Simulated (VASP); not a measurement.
# NaGeBr3 (Pm-3m) in VASP: a series of runs

The runs below take NaGeBr3 through single point, relaxation of cell and atoms, with PBEsol.

Program: VASP 6.6.1. These are calculated values, not measurements. Logs are shortened: lines on timing, memory, paths and dates and some standing lists are left out, and cuts for length are marked.

## 1. The cell of the first run

The structure is cubic, space group Pm-3m (No. 221). Conventional cell: a = 5.418 Å, b = 5.418 Å, c = 5.418 Å, α = 90.00°, β = 90.00°, γ = 90.00°. Within 5.0 Å of Na (site symmetry m-3m) lie 12 Br at 3.83 Å and 8 Ge at 4.69 Å. Ge (site symmetry m-3m) has 6 Br at 2.71 Å within 3.6 Å. Br (site symmetry 4/mmm) has 2 Ge at 2.71 Å within 3.6 Å.

## 2. Single point, PBEsol

Input file INCAR:

```
SYSTEM = NaGeBr3
PREC = Accurate
ENCUT = 520
EDIFF = 1E-6
ISMEAR = -1
SIGMA = 0.03
LREAL = .FALSE.
LASPH = .TRUE.
NELM = 60
ALGO = Normal
ISIF = 2
LWAVE = .FALSE.
LCHARG = .TRUE.
GGA = PS
LELF = .TRUE.
LVHAR = .TRUE.
NBANDS = 29
```

Input file KPOINTS:

```
regular mesh
0
G
  4 4 4
  0 0 0
```

Input file POSCAR:

```
NaGeBr3
1.0
    5.4181483361      0.0000000000      0.0000000000
    0.0000000000      5.4181483361      0.0000000000
    0.0000000000      0.0000000000      5.4181483361
Na Ge Br
1 1 3
Direct
    0.0000000000      0.0000000000      0.0000000000
    0.5000000000      0.5000000000      0.5000000000
    0.5000000000      0.5000000000      0.0000000000
    0.5000000000      0.0000000000      0.5000000000
    0.0000000000      0.5000000000      0.5000000000
```

Potentials or basis: VASP PAW PBE potentials, release 64 (Na_pv, Ge_d, Br).

The run is started by

```console
$ cat potpaw_PBE.64/Na_pv/POTCAR potpaw_PBE.64/Ge_d/POTCAR potpaw_PBE.64/Br/POTCAR > POTCAR
$ mpirun -np 1 vasp_std > vasp.out
```

OUTCAR:

```text
SYSTEM = NaGeBr3
   PREC = Accurate
   ENCUT = 520
   EDIFF = 1E-6
   ISMEAR = -1
   LREAL = .FALSE.
   LASPH = .TRUE.
   NELM = 60
   ISIF = 2
   GGA = PS

 ion  position               nearest neighbor table
   1  0.000  0.000  0.000-
   2  0.500  0.500  0.500-   3 2.71   4 2.71   5 2.71   3 2.71   4 2.71   5 2.71
   3  0.500  0.500  0.000-   2 2.71   2 2.71
   4  0.500  0.000  0.500-   2 2.71   2 2.71
   5  0.000  0.500  0.500-   2 2.71   2 2.71

  LATTYP: Found a simple cubic cell.
 ALAT       =     5.4181483361

  Lattice vectors:

 A1 = (   5.4181483361,   0.0000000000,   0.0000000000)
 A2 = (   0.0000000000,   5.4181483361,   0.0000000000)
 A3 = (   0.0000000000,   0.0000000000,   5.4181483361)

Analysis of symmetry for initial positions (statically):
=====================================================================
 Subroutine PRICEL returns:
 Original cell was already a primitive cell.

 Routine SETGRP: Setting up the symmetry group for a
 simple cubic supercell.

 Subroutine GETGRP returns: Found 48 space group operations
 (whereof 48 operations were pure point group operations)
 out of a pool of 48 trial point group operations.

The static configuration has the point symmetry O_h .

Analysis of symmetry for dynamics (positions and initial velocities):
=====================================================================
 Subroutine PRICEL returns:
 Original cell was already a primitive cell.

 Routine SETGRP: Setting up the symmetry group for a
 simple cubic supercell.

 Subroutine GETGRP returns: Found 48 space group operations
 (whereof 48 operations were pure point group operations)
 out of a pool of 48 trial point group operations.

The dynamic configuration has the point symmetry O_h .

 Subroutine INISYM returns: Found 48 space group operations
 (whereof 48 operations are pure point group operations),
 and found     1 'primitive' translations

----------------------------------------------------------------------------------------

                                     Primitive cell

  volume of cell :     159.0570

  direct lattice vectors                    reciprocal lattice vectors
     5.418148336  0.000000000  0.000000000     0.184564899  0.000000000  0.000000000
     0.000000000  5.418148336  0.000000000     0.000000000  0.184564899  0.000000000
     0.000000000  0.000000000  5.418148336     0.000000000  0.000000000  0.184564899

  length of vectors
     5.418148336  5.418148336  5.418148336     0.184564899  0.184564899  0.184564899

  position of ions in fractional coordinates (direct lattice)
     0.000000000  0.000000000  0.000000000
     0.500000000  0.500000000  0.500000000
     0.500000000  0.500000000  0.000000000
     0.500000000  0.000000000  0.500000000
     0.000000000  0.500000000  0.500000000

  ion indices of the primitive-cell ions
   primitive index   ion index
                 1           1
                 2           2
                 3           3
                 4           4
                 5           5

----------------------------------------------------------------------------------------

 KPOINTS: regular mesh

Automatic generation of k-mesh.
 Grid dimensions read from file:
 generate k-points for:    4    4    4

 Generating k-lattice:

  Cartesian coordinates                     Fractional coordinates (reciprocal lattice)
     0.046141225  0.000000000  0.000000000     0.250000000  0.000000000  0.000000000
     0.000000000  0.046141225  0.000000000     0.000000000  0.250000000  0.000000000
     0.000000000  0.000000000  0.046141225     0.000000000  0.000000000  0.250000000

  Length of vectors
     0.046141225  0.046141225  0.046141225

  Shift w.r.t. Gamma in fractional coordinates (k-lattice)
     0.000000000  0.000000000  0.000000000

 Subroutine IBZKPT returns following result:
 ===========================================

 Found     10 irreducible k-points:

 Following reciprocal coordinates:
            Coordinates               Weight
  0.000000  0.000000  0.000000      1.000000
  0.250000  0.000000  0.000000      6.000000
  0.500000  0.000000  0.000000      3.000000
  0.250000  0.250000  0.000000     12.000000
  0.500000  0.250000  0.000000     12.000000
  0.500000  0.500000  0.000000      3.000000
  0.250000  0.250000  0.250000      8.000000
  0.500000  0.250000  0.250000     12.000000
  0.500000  0.500000  0.250000      6.000000
  0.500000  0.500000  0.500000      1.000000
   k-points           NKPTS =     10   k-points in BZ     NKDIM =     10   number of bands    NBANDS=     29
   number of dos      NEDOS =    301   number of ions     NIONS =      5
   total plane-waves  NPLWV =  64000
   dimension x,y,z NGX =    40 NGY =   40 NGZ =   40
   dimension x,y,z NGXF=    80 NGYF=   80 NGZF=   80
   ions per type =               1   1   3
   NGX,Y,Z   is equivalent  to a cutoff of  12.27, 12.27, 12.27 a.u.
   NGXF,Y,Z  is equivalent  to a cutoff of  24.55, 24.55, 24.55 a.u.
 SYSTEM =  NaGeBr3
   PREC   = accura    normal or accurate (medium, high low for compatibility)
   ISTART =      0    job   : 0-new  1-cont  2-samecut
   ICHARG =      2    charge: 1-file 2-atom 10-const
   ISPIN  =      1    spin polarized calculation?
   LNONCOLLINEAR =      F non collinear calculations
   LSORBIT =      F    spin-orbit coupling
   LASPH  =      T    aspherical Exc in radial PAW
   ENCUT  =  520.0 eV  38.22 Ry    6.18 a.u.  10.07 10.07 10.07*2*pi/ulx,y,z
   NELM   =     60;   NELMIN=  2; NELMDL= -5     # of ELM steps
   EDIFF  = 0.1E-05   stopping-criterion for ELM
   LREAL  =      F    real-space projection
   EDIFFG = 0.1E-04   stopping-criterion for IOM
   NSW    =      0    number of steps for IOM
   IBRION =     -1    ionic relax: 0-MD 1-quasi-New 2-CG
   NFREE  =      0    steps in history (QN), initial steepest desc. (CG)
   ISIF   =      2    stress and relaxation
   ISYM   =      2    0-nonsym 1-usesym 2-fastsym
   POTIM  = 0.5000    time-step for ionic-motion
   TEBEG  =    0.0;   TEEND  =   0.0 temperature during run
   PSTRESS=    0.0 pullay stress
   NELECT =      42.0000    total number of electrons
   NUPDOWN=      -1.0000    fix difference up-down
   EMIN   =  10.00;   EMAX   =-10.00  energy-range for DOS
   EFERMI =   0.00;   METHOD = LEGACY
   ISMEAR =    -1;   SIGMA  =   0.03  broadening in eV -4-tet -1-fermi 0-gaus
   EFERMI_NEDOS =   21; number of points for ismear=-14 and -15
   IALGO  =     38    algorithm
   IMIX   =      4    mixing-type and parameters
     AMIX     =   0.40;   BMIX     =  1.00
     AMIX_MAG =   1.60;   BMIX_MAG =  1.00
  volume/ion in A,a.u.               =      31.81       214.67
  Fermi-wavevector in a.u.,A,eV,Ry     =   1.050285  1.984750 15.008559  1.103098
  Thomas-Fermi vector in A             =   2.185282
   LORBIT       =      0    0 simple, 1 ext, 2 COOP (PROOUT), +10 PAW based schemes
   GGA     = PS    functional components
   LHFCALC =     F    Hartree Fock is set to
   AEXX    =    0.0000 exact exchange contribution
   IVDW    =     0    specifies the selected vdW correction
   LEPSILON=     F    determine dielectric tensor
   LRPA    =     F    only Hartree local field effects (RPA)
 non-spin polarized calculation
  energy-cutoff  :      520.00
  volume of cell :      159.06
 maximum number of plane-waves:      4337
   NGX = 21   NGY = 21   NGZ = 21

 number of electron      41.9999948 magnetization

 Free energy of the ion-electron system (eV)
  ---------------------------------------------------
  ext. energy  EPLUGINS =         0.00000000
  ---------------------------------------------------
  free energy    TOTEN  =       -15.96865746 eV

  energy without entropy =      -15.96804757  energy(sigma->0) =      -15.96835252

 E-fermi :   2.1211     XC(G=0):  -7.8761

 val. band max:        2.0479768586   @ k =   0.5000   0.5000   0.5000
 cond. band min:       2.2288034343   @ k =   0.5000   0.5000   0.5000
 fundamental gap:      0.1808265757
 Fermi energy:         2.1210586053

 k-point     1 :       0.0000    0.0000    0.0000
  band No.  band energies     occupation
      1     -23.6066      2.00000
      2     -23.6066      2.00000
      3     -23.6066      2.00000
      4     -23.5315      2.00000
      5     -23.5315      2.00000
      6     -23.5153      2.00000
[... 21 lines left out ...]
     28       7.4427      0.00000
     29       7.4427      0.00000

 k-point     2 :       0.2500    0.0000    0.0000
  band No.  band energies     occupation
      1     -23.6067      2.00000
      2     -23.6066      2.00000
      3     -23.6066      2.00000
      4     -23.5315      2.00000
      5     -23.5306      2.00000
      6     -23.5153      2.00000
[... 21 lines left out ...]
     28       7.4378      0.00000
     29       7.6595      0.00000

 k-point     3 :       0.5000    0.0000    0.0000
  band No.  band energies     occupation
      1     -23.6068      2.00000
      2     -23.6066      2.00000
      3     -23.6066      2.00000
      4     -23.5315      2.00000
      5     -23.5298      2.00000
      6     -23.5154      2.00000
[... 21 lines left out ...]
     28       7.3950      0.00000
     29       7.3950      0.00000

 k-point     4 :       0.2500    0.2500    0.0000
  band No.  band energies     occupation
      1     -23.6067      2.00000
      2     -23.6066      2.00000
      3     -23.6066      2.00000
      4     -23.5311      2.00000
      5     -23.5302      2.00000
      6     -23.5154      2.00000
[... 21 lines left out ...]
     28       7.3788      0.00000
     29       7.6588      0.00000

 k-point     5 :       0.5000    0.2500    0.0000
  band No.  band energies     occupation
      1     -23.6067      2.00000
      2     -23.6066      2.00000
      3     -23.6066      2.00000
      4     -23.5310      2.00000
      5     -23.5294      2.00000
      6     -23.5154      2.00000
[... 21 lines left out ...]
     28       6.9714      0.00000
     29       8.2890      0.00000

 k-point     6 :       0.5000    0.5000    0.0000
  band No.  band energies     occupation
      1     -23.6067      2.00000
      2     -23.6067      2.00000
      3     -23.6065      2.00000
      4     -23.5306      2.00000
      5     -23.5289      2.00000
      6     -23.5155      2.00000
[... 21 lines left out ...]
     28       6.6761      0.00000
     29       9.3235      0.00000

 k-point     7 :       0.2500    0.2500    0.2500
  band No.  band energies     occupation
      1     -23.6067      2.00000
      2     -23.6066      2.00000
      3     -23.6066      2.00000
      4     -23.5302      2.00000
      5     -23.5302      2.00000
      6     -23.5154      2.00000
[... 21 lines left out ...]
     28       7.2188      0.00000
     29       8.2371      0.00000

 k-point     8 :       0.5000    0.2500    0.2500
  band No.  band energies     occupation
      1     -23.6067      2.00000
      2     -23.6066      2.00000
      3     -23.6066      2.00000
      4     -23.5302      2.00000
      5     -23.5293      2.00000
      6     -23.5154      2.00000
[... 21 lines left out ...]
     28       7.9103      0.00000
     29       8.9152      0.00000

 k-point     9 :       0.5000    0.5000    0.2500
  band No.  band energies     occupation
      1     -23.6067      2.00000
      2     -23.6067      2.00000
      3     -23.6066      2.00000
      4     -23.5298      2.00000
      5     -23.5289      2.00000
      6     -23.5155      2.00000
[... 21 lines left out ...]
     28       7.6204      0.00000
     29       8.9471      0.00000

 k-point    10 :       0.5000    0.5000    0.5000
  band No.  band energies     occupation
      1     -23.6067      2.00000
      2     -23.6067      2.00000
      3     -23.6067      2.00000
      4     -23.5289      2.00000
      5     -23.5289      2.00000
      6     -23.5155      2.00000
[... 21 lines left out ...]
     28       8.2595      0.00000
     29       8.4787      0.00000

------------------------ aborting loop because EDIFF is reached ----------------------------------------

  FORCE on cell =-STRESS in cart. coord.  units (eV):
  Direction    XX          YY          ZZ          XY          YZ          ZX
  --------------------------------------------------------------------------------------
  -------------------------------------------------------------------------------------
  Total       -0.0004991     -0.0004991     -0.0004991     -0.0000000     -0.0000000      0.0000000
  in kB       -0.0050276     -0.0050276     -0.0050276     -0.0000000     -0.0000000      0.0000000
  external PRESSURE =      -0.0050276 kB  Pullay stress =       0.0000000 kB

 VOLUME and BASIS-vectors are now :
 -----------------------------------------------------------------------------
  energy-cutoff  :      520.00
  volume of cell :      159.06
      direct lattice vectors                 reciprocal lattice vectors
     5.418148336  0.000000000  0.000000000     0.184564899  0.000000000  0.000000000
     0.000000000  5.418148336  0.000000000     0.000000000  0.184564899  0.000000000
     0.000000000  0.000000000  5.418148336     0.000000000  0.000000000  0.184564899

 POSITION                                       TOTAL-FORCE (eV/Angst)
 -----------------------------------------------------------------------------------
      0.00000      0.00000      0.00000         0.000000      0.000000      0.000000
      2.70907      2.70907      2.70907         0.000000      0.000000      0.000000
      2.70907      2.70907      0.00000         0.000000      0.000000      0.000000
      2.70907      0.00000      2.70907         0.000000      0.000000      0.000000
      0.00000      2.70907      2.70907         0.000000      0.000000      0.000000
 -----------------------------------------------------------------------------------
    total drift:                                0.000000      0.000000     -0.000000

  FREE ENERGIE OF THE ION-ELECTRON SYSTEM (eV)
  ---------------------------------------------------
  free  energy   TOTEN  =       -15.9686574629 eV

  energy  without entropy=      -15.9680475698  energy(sigma->0) =      -15.96835252
```

Run time: 54 s. Hardware: 1 thread of AMD EPYC 7R13, shared host; peak memory 0.22 GiB.

What came out:

| Quantity | Value |
| --- | --- |
| Free energy | -15.9687 eV |
| Pressure | 0.0 GPa |
| Band gap on the k mesh | 0.18 eV, direct |

Caveat: the PAW data sets were made with another functional, which shifts forces and pressure a little.

(Continued in part 2 of 2.)
